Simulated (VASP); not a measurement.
# Rh (Im-3m) in VASP: notebook

Rh is run at these levels: PBE; tasks: single point, relaxation of cell and atoms.

Everything below comes from runs of VASP 6.6.1. Logs are shortened: lines on timing, memory, paths and dates and some standing lists are left out, and cuts for length are marked.

## Step 1: The cell of the first run

The structure is cubic, space group Im-3m (No. 229). The conventional cell has a = 3.070 Å, b = 3.070 Å, c = 3.070 Å, α = 90.00°, β = 90.00°, γ = 90.00°. Rh (site symmetry m-3m) has 14 Rh at 2.66 to 3.07 Å within 3.5 Å.

This isn't the form of Rh at room conditions, which is fcc.

## Step 2: Single point, PBE

Contents of INCAR:

```
SYSTEM = Rh
PREC = Accurate
ENCUT = 520
EDIFF = 1E-6
ISMEAR = 0
SIGMA = 0.1
LREAL = .FALSE.
LASPH = .TRUE.
NELM = 100
ALGO = Fast
ISIF = 2
LWAVE = .FALSE.
LCHARG = .TRUE.
GGA = PE
LELF = .TRUE.
LVHAR = .TRUE.
NBANDS = 14
```

Contents of KPOINTS:

```
regular mesh
0
G
  26 26 26
  0 0 0
```

Contents of POSCAR:

```
Rh
1.0
   -1.5349734125      1.5349734125      1.5349734125
    1.5349734125     -1.5349734125      1.5349734125
    1.5349734125      1.5349734125     -1.5349734125
Rh
1
Direct
    0.0000000000      0.0000000000      0.0000000000
```

Potentials or basis: VASP PAW PBE potentials, release 64 (Rh_pv).

Run with:

```sh
> cat potpaw_PBE.64/Rh_pv/POTCAR > POTCAR
> mpirun -np 1 vasp_std > vasp.out
```

OUTCAR:

```text
SYSTEM = Rh
   PREC = Accurate
   ENCUT = 520
   EDIFF = 1E-6
   ISMEAR = 0
   LREAL = .FALSE.
   LASPH = .TRUE.
   NELM = 100
   ISIF = 2
   GGA = PE

 ion  position               nearest neighbor table
   1  0.000  0.000  0.000-

  LATTYP: Found a body centered cubic cell.
 ALAT       =     3.0699468250

  Lattice vectors:

 A1 = (  -1.5349734125,   1.5349734125,   1.5349734125)
 A2 = (   1.5349734125,  -1.5349734125,   1.5349734125)
 A3 = (   1.5349734125,   1.5349734125,  -1.5349734125)

Analysis of symmetry for initial positions (statically):
=====================================================================
 Subroutine PRICEL returns:
 Original cell was already a primitive cell.

 Routine SETGRP: Setting up the symmetry group for a
 body centered cubic supercell.

 Subroutine GETGRP returns: Found 48 space group operations
 (whereof 48 operations were pure point group operations)
 out of a pool of 48 trial point group operations.

The static configuration has the point symmetry O_h .

Analysis of symmetry for dynamics (positions and initial velocities):
=====================================================================
 Subroutine PRICEL returns:
 Original cell was already a primitive cell.

 Routine SETGRP: Setting up the symmetry group for a
 body centered cubic supercell.

 Subroutine GETGRP returns: Found 48 space group operations
 (whereof 48 operations were pure point group operations)
 out of a pool of 48 trial point group operations.

The dynamic configuration has the point symmetry O_h .

 Subroutine INISYM returns: Found 48 space group operations
 (whereof 48 operations are pure point group operations),
 and found     1 'primitive' translations

----------------------------------------------------------------------------------------

                                     Primitive cell

  volume of cell :      14.4665

  direct lattice vectors                    reciprocal lattice vectors
    -1.534973413  1.534973413  1.534973413     0.000000000  0.325738541  0.325738541
     1.534973413 -1.534973413  1.534973413     0.325738541  0.000000000  0.325738541
     1.534973413  1.534973413 -1.534973413     0.325738541  0.325738541  0.000000000

  length of vectors
     2.658651939  2.658651939  2.658651939     0.460663863  0.460663863  0.460663863

  position of ions in fractional coordinates (direct lattice)
     0.000000000  0.000000000  0.000000000

  ion indices of the primitive-cell ions
   primitive index   ion index
                 1           1

----------------------------------------------------------------------------------------

 KPOINTS: regular mesh

Automatic generation of k-mesh.
 Grid dimensions read from file:
 generate k-points for:   26   26   26

 Generating k-lattice:

  Cartesian coordinates                     Fractional coordinates (reciprocal lattice)
     0.000000000  0.012528405  0.012528405     0.038461538  0.000000000  0.000000000
     0.012528405  0.000000000  0.012528405     0.000000000  0.038461538  0.000000000
     0.012528405  0.012528405  0.000000000     0.000000000  0.000000000  0.038461538

  Length of vectors
     0.017717841  0.017717841  0.017717841

  Shift w.r.t. Gamma in fractional coordinates (k-lattice)
     0.000000000  0.000000000  0.000000000

 Subroutine IBZKPT returns following result:
 ===========================================

 Found    511 irreducible k-points:

 Following reciprocal coordinates:
            Coordinates               Weight
  0.000000  0.000000  0.000000      1.000000
  0.038462  0.000000  0.000000     12.000000
  0.076923  0.000000  0.000000     12.000000
  0.115385  0.000000  0.000000     12.000000
  0.153846  0.000000  0.000000     12.000000
  0.192308  0.000000  0.000000     12.000000
[... 16 lines left out ...]
  0.346154  0.038462 -0.000000     48.000000
  0.384615  0.038462  0.000000     48.000000
 [... further k-points ...]
   k-points           NKPTS =    511   k-points in BZ     NKDIM =    511   number of bands    NBANDS=     14
   number of dos      NEDOS =    301   number of ions     NIONS =      1
   total plane-waves  NPLWV =   8000
   dimension x,y,z NGX =    20 NGY =   20 NGZ =   20
   dimension x,y,z NGXF=    40 NGYF=   40 NGZF=   40
   ions per type =               1
   NGX,Y,Z   is equivalent  to a cutoff of  12.51, 12.51, 12.51 a.u.
   NGXF,Y,Z  is equivalent  to a cutoff of  25.01, 25.01, 25.01 a.u.
 SYSTEM =  Rh
   PREC   = accura    normal or accurate (medium, high low for compatibility)
   ISTART =      0    job   : 0-new  1-cont  2-samecut
   ICHARG =      2    charge: 1-file 2-atom 10-const
   ISPIN  =      1    spin polarized calculation?
   LNONCOLLINEAR =      F non collinear calculations
   LSORBIT =      F    spin-orbit coupling
   LASPH  =      T    aspherical Exc in radial PAW
   ENCUT  =  520.0 eV  38.22 Ry    6.18 a.u.   4.94  4.94  4.94*2*pi/ulx,y,z
   NELM   =    100;   NELMIN=  2; NELMDL= -5     # of ELM steps
   EDIFF  = 0.1E-05   stopping-criterion for ELM
   LREAL  =      F    real-space projection
   EDIFFG = 0.1E-04   stopping-criterion for IOM
   NSW    =      0    number of steps for IOM
   IBRION =     -1    ionic relax: 0-MD 1-quasi-New 2-CG
   NFREE  =      0    steps in history (QN), initial steepest desc. (CG)
   ISIF   =      2    stress and relaxation
   ISYM   =      2    0-nonsym 1-usesym 2-fastsym
   POTIM  = 0.5000    time-step for ionic-motion
   TEBEG  =    0.0;   TEEND  =   0.0 temperature during run
   PSTRESS=    0.0 pullay stress
   NELECT =      15.0000    total number of electrons
   NUPDOWN=      -1.0000    fix difference up-down
   EMIN   =  10.00;   EMAX   =-10.00  energy-range for DOS
   EFERMI =   0.00;   METHOD = LEGACY
   ISMEAR =     0;   SIGMA  =   0.10  broadening in eV -4-tet -1-fermi 0-gaus
   EFERMI_NEDOS =   21; number of points for ismear=-14 and -15
   IALGO  =     68    algorithm
   IMIX   =      4    mixing-type and parameters
     AMIX     =   0.40;   BMIX     =  1.00
     AMIX_MAG =   1.60;   BMIX_MAG =  1.00
  volume/ion in A,a.u.               =      14.47        97.62
  Fermi-wavevector in a.u.,A,eV,Ry     =   1.656982  3.131242 37.356000  2.745589
  Thomas-Fermi vector in A             =   2.744813
   LORBIT       =      0    0 simple, 1 ext, 2 COOP (PROOUT), +10 PAW based schemes
   GGA     = PE    functional components
   LHFCALC =     F    Hartree Fock is set to
   AEXX    =    0.0000 exact exchange contribution
   IVDW    =     0    specifies the selected vdW correction
   LEPSILON=     F    determine dielectric tensor
   LRPA    =     F    only Hartree local field effects (RPA)
 non-spin polarized calculation
 RMM-DIIS sequential band-by-band and
 Gauss-broadening in eV      SIGMA  =   0.10
  energy-cutoff  :      520.00
  volume of cell :       14.47
 maximum number of plane-waves:       402
   NGX =  9   NGY =  9   NGZ =  9

 number of electron      15.0000005 magnetization

 Free energy of the ion-electron system (eV)
  ---------------------------------------------------
  ext. energy  EPLUGINS =         0.00000000
  ---------------------------------------------------
  free energy    TOTEN  =        -6.91156255 eV

  energy without entropy =       -6.89795925  energy(sigma->0) =       -6.90476090

 E-fermi :  10.8302     XC(G=0): -13.6863

 val. band max:       10.8253174295   @ k =  -0.3077   0.3462   0.0385
 cond. band min:      10.8303341369   @ k =   0.2308   0.1923   0.0000
 fundamental gap:      0.0050167074
 Fermi energy:        10.8302045507

 k-point     1 :       0.0000    0.0000    0.0000
  band No.  band energies     occupation
      1     -35.1380      2.00000
      2     -35.1380      2.00000
      3     -35.1380      2.00000
      4       3.4161      2.00000
      5       8.0864      2.00000
      6       8.0864      2.00000
      7       8.0864      2.00000
      8      10.4157      2.00000
      9      10.4157      2.00000
     10      29.2697      0.00000
     11      29.2697      0.00000
     12      29.2697      0.00000
     13      31.9783      0.00000
     14      38.8855      0.00000

 k-point     2 :       0.0385    0.0000    0.0000
  band No.  band energies     occupation
      1     -35.1474      2.00000
      2     -35.1411      2.00000
      3     -35.1380      2.00000
      4       3.4767      2.00000
      5       8.0623      2.00000
      6       8.0864      2.00000
      7       8.1337      2.00000
      8      10.3848      2.00000
      9      10.4173      2.00000
     10      29.2921      0.00000
     11      29.2943      0.00000
     12      29.3546      0.00000
     13      31.9783      0.00000
     14      38.2397      0.00000

 k-point     3 :       0.0769    0.0000    0.0000
  band No.  band energies     occupation
      1     -35.1751      2.00000
      2     -35.1504      2.00000
      3     -35.1380      2.00000
      4       3.6552      2.00000
      5       7.9922      2.00000
      6       8.0847      2.00000
      7       8.2745      2.00000
      8      10.3015      2.00000
      9      10.4224      2.00000
     10      29.3282      0.00000
     11      29.3490      0.00000
     12      29.6057      0.00000
     13      31.9783      0.00000
     14      37.1597      0.00000
[... 324 lines left out ...]
 k-point    23 :       0.3462    0.0385   -0.0000
  band No.  band energies     occupation
      1     -35.6617      2.00000
      2     -35.3169      2.00000
      3     -35.1414      2.00000
      4       5.5232      2.00000
      5       6.8754      2.00000
      6       9.7529      2.00000
      7      10.3139      2.00000
      8      10.7382      1.80661
      9      11.6003      0.00000
     10      22.7794      0.00000
     11      26.3197      0.00000
     12      30.5731      0.00000
     13      31.9792      0.00000
     14      34.6844      0.00000

 k-point    24 :       0.3846    0.0385    0.0000
  band No.  band energies     occupation
      1     -35.7096      2.00000
      2     -35.3341      2.00000
      3     -35.1414      2.00000
      4       5.4445      2.00000
      5       6.7729      2.00000
      6      10.1328      2.00000
      7      10.5140      1.99999
      8      11.0104      0.01081
      9      12.1099      0.00000
     10      21.5246      0.00000
     11      25.8838      0.00000
     12      29.7435      0.00000
     13      31.9788      0.00000
     14      35.3031      0.00000

 [... further k-points ...]
[... 5 lines left out ...]
  --------------------------------------------------------------------------------------
  -------------------------------------------------------------------------------------
  Total        0.0023749      0.0023749      0.0023749     -0.0000000      0.0000000      0.0000000
  in kB        0.2630228      0.2630228      0.2630228     -0.0000000      0.0000000      0.0000000
  external PRESSURE =       0.2630228 kB  Pullay stress =       0.0000000 kB

 VOLUME and BASIS-vectors are now :
 -----------------------------------------------------------------------------
  energy-cutoff  :      520.00
  volume of cell :       14.47
      direct lattice vectors                 reciprocal lattice vectors
    -1.534973413  1.534973413  1.534973413     0.000000000  0.325738541  0.325738541
     1.534973413 -1.534973413  1.534973413     0.325738541  0.000000000  0.325738541
     1.534973413  1.534973413 -1.534973413     0.325738541  0.325738541  0.000000000

 POSITION                                       TOTAL-FORCE (eV/Angst)
 -----------------------------------------------------------------------------------
      0.00000      0.00000      0.00000         0.000000     -0.000000     -0.000000
 -----------------------------------------------------------------------------------
    total drift:                                0.000000      0.000000      0.000000

  FREE ENERGIE OF THE ION-ELECTRON SYSTEM (eV)
  ---------------------------------------------------
  free  energy   TOTEN  =        -6.9115625462 eV

  energy  without entropy=       -6.8979592455  energy(sigma->0) =       -6.90476090
```

Wall time 4 min (1 thread of Intel Xeon 8259CL, shared host); peak memory 0.21 GiB.

What came out:

| Quantity | Value |
| --- | --- |
| Free energy | -6.9116 eV |
| Pressure | 0.0 GPa |
| Band gap on the k mesh | zero (an odd number of electrons rules out a gap without spin polarisation) |

## Step 3: Relaxation of cell and atoms, PBE

Contents of INCAR:

```
  PREC = Accurate
  ENCUT = 600
  EDIFF = 1E-6
  ISMEAR = 0
  SIGMA = 0.1
  LREAL = False
  LASPH = True
  NELM = 80
  ALGO = Normal
  ISIF = 3
  LWAVE = False
  LCHARG = False
  GGA = PE
  IBRION = 2
  NSW = 100
  EDIFFG = -0.01
```

Contents of KPOINTS:

```
regular mesh
0
Gamma
  26 26 26
```

POSCAR is that of step 2.

Potentials or basis: VASP PAW PBE potentials, release 64 (Rh_pv).

Run with:

```sh
> cat potpaw_PBE.64/Rh_pv/POTCAR > POTCAR
> mpirun -np 1 vasp_std > vasp.out
```

OUTCAR:

```text
PREC = Accurate
   ENCUT = 600
   EDIFF = 1E-6
   ISMEAR = 0
   LREAL = False
   LASPH = True
   NELM = 80
   ISIF = 3
   GGA = PE
   IBRION = 2
   NSW = 100
   EDIFFG = -0.01

 ion  position               nearest neighbor table
   1  0.000  0.000  0.000-

  LATTYP: Found a body centered cubic cell.
 ALAT       =     3.0699468250

  Lattice vectors:

 A1 = (  -1.5349734125,   1.5349734125,   1.5349734125)
 A2 = (   1.5349734125,  -1.5349734125,   1.5349734125)
 A3 = (   1.5349734125,   1.5349734125,  -1.5349734125)

Analysis of symmetry for initial positions (statically):
=====================================================================
 Subroutine PRICEL returns:
 Original cell was already a primitive cell.

 Routine SETGRP: Setting up the symmetry group for a
 body centered cubic supercell.

 Subroutine GETGRP returns: Found 48 space group operations
 (whereof 48 operations were pure point group operations)
 out of a pool of 48 trial point group operations.

The static configuration has the point symmetry O_h .
[... 160 lines left out ...]

 E-fermi :  10.8299     XC(G=0): -13.6862

 val. band max:       10.8249970323   @ k =  -0.3077   0.3462   0.0385
 cond. band min:      10.8299610618   @ k =   0.2308   0.1923   0.0000
 fundamental gap:      0.0049640296
 Fermi energy:        10.8298605272

 k-point     1 :       0.0000    0.0000    0.0000
  band No.  band energies     occupation
      1     -35.1384      2.00000
      2     -35.1384      2.00000
      3     -35.1384      2.00000
      4       3.4162      2.00000
      5       8.0860      2.00000
      6       8.0860      2.00000
      7       8.0860      2.00000
      8      10.4155      2.00000
      9      10.4155      2.00000
     10      29.2696      0.00000
     11      29.2696      0.00000
[... 309 lines left out ...]
 k-point    24 :       0.3846    0.0385    0.0000
  band No.  band energies     occupation
      1     -35.7100      2.00000
      2     -35.3346      2.00000
      3     -35.1419      2.00000
      4       5.4443      2.00000
      5       6.7725      2.00000
      6      10.1325      2.00000
      7      10.5137      1.99999
      8      11.0102      0.01075
      9      12.1096      0.00000
     10      21.5245      0.00000
     11      25.8837      0.00000

 [... further k-points ...]
[... 5 lines left out ...]
  --------------------------------------------------------------------------------------
  -------------------------------------------------------------------------------------
  Total       -0.0064516     -0.0064516     -0.0064516      0.0000000      0.0000000      0.0000000
  in kB       -0.7145213     -0.7145213     -0.7145213      0.0000000      0.0000000      0.0000000
  external PRESSURE =      -0.7145213 kB  Pullay stress =       0.0000000 kB

 VOLUME and BASIS-vectors are now :
 -----------------------------------------------------------------------------
  energy-cutoff  :      600.00
  volume of cell :       14.47
      direct lattice vectors                 reciprocal lattice vectors
    -1.534973413  1.534973413  1.534973413     0.000000000  0.325738541  0.325738541
     1.534973413 -1.534973413  1.534973413     0.325738541  0.000000000  0.325738541
     1.534973413  1.534973413 -1.534973413     0.325738541  0.325738541  0.000000000

 POSITION                                       TOTAL-FORCE (eV/Angst)
 -----------------------------------------------------------------------------------
      0.00000      0.00000      0.00000         0.000000      0.000000      0.000000
 -----------------------------------------------------------------------------------
    total drift:                                0.000000      0.000000      0.000000

  FREE ENERGIE OF THE ION-ELECTRON SYSTEM (eV)
  ---------------------------------------------------
  free  energy   TOTEN  =        -6.9116233049 eV

  energy  without entropy=       -6.8980229919  energy(sigma->0) =       -6.90482315

 reached required accuracy - stopping structural energy minimisation
```

Wall time 2.7 min (1 thread of Intel Xeon 8259CL, shared host); peak memory 0.22 GiB.

What came out:

- Free energy: -6.9116 eV
- Pressure after relaxing: -0.1 GPa
- Band gap on the k mesh: zero (an odd number of electrons rules out a gap without spin polarisation)

Final structure:
```
Rh
1.0
    -1.53497    1.53497    1.53497
     1.53497   -1.53497    1.53497
     1.53497    1.53497   -1.53497
Rh
1
Direct
  0.00000 0.00000 0.00000
```

Levels at points of the mesh, in eV from the Fermi level:
```
           k point  band 3  band 4  band 5  band 6  band 7  band 8  band 9  band 10  band 11
(0.00, 0.00, 0.00)  -45.97   -7.41   -2.74   -2.74   -2.74   -0.41   -0.41    18.44    18.44
(0.50, 0.00, 0.00)  -45.97   -5.54   -4.18   -0.48   -0.09    1.36    1.53     9.01    14.56
(0.50, 0.50, 0.50)  -46.42   -5.51   -5.51    1.05    1.05    1.05    9.33     9.33     9.33
```

Caveat: the relaxation stopped at its first step, so nothing moved.
